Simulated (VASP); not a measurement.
Sr, 5 atoms in the cell. The cell holds a slab with vacuum, 5 atoms: a = 4.195 Å, b = 4.195 Å, c = 28.757 Å, α = 90.00°, β = 90.00°, γ = 120.00°. 

| Quantity | Value |
| --- | --- |
| Program | VASP 6.6.1 |
| Task | single point |
| Functional | PBEsol |
| Potentials or basis | VASP PAW PBE potentials, release 64 (Sr_sv) |
| Cutoff | 520 eV |
| k mesh | 9 × 9 × 1 |
| Occupations | gaussian, width 0.1 eV |
| Spin | no spin polarisation |
| Dipole correction | yes |
| Further INCAR settings | ALGO = Fast; EDIFF = 1e-06; NBANDS = 33 |

Potentials or basis: VASP PAW PBE potentials, release 64 (Sr_sv).

Run with:

```bash
$ cat potpaw_PBE.64/Sr_sv/POTCAR > POTCAR
$ mpirun -np 1 vasp_std > vasp.out
```

Hardware: 1 thread of AMD EPYC 7R43 64-Core Processor (Zen 3), with other jobs on the host.

Estimate the wall time of this run.

Wall time 17 min on 1 thread of AMD EPYC 7R43 64-Core Processor (Zen 3), with other jobs on the host, peak memory 0.52 GiB. Counts: scf iterations 40, k points 12.
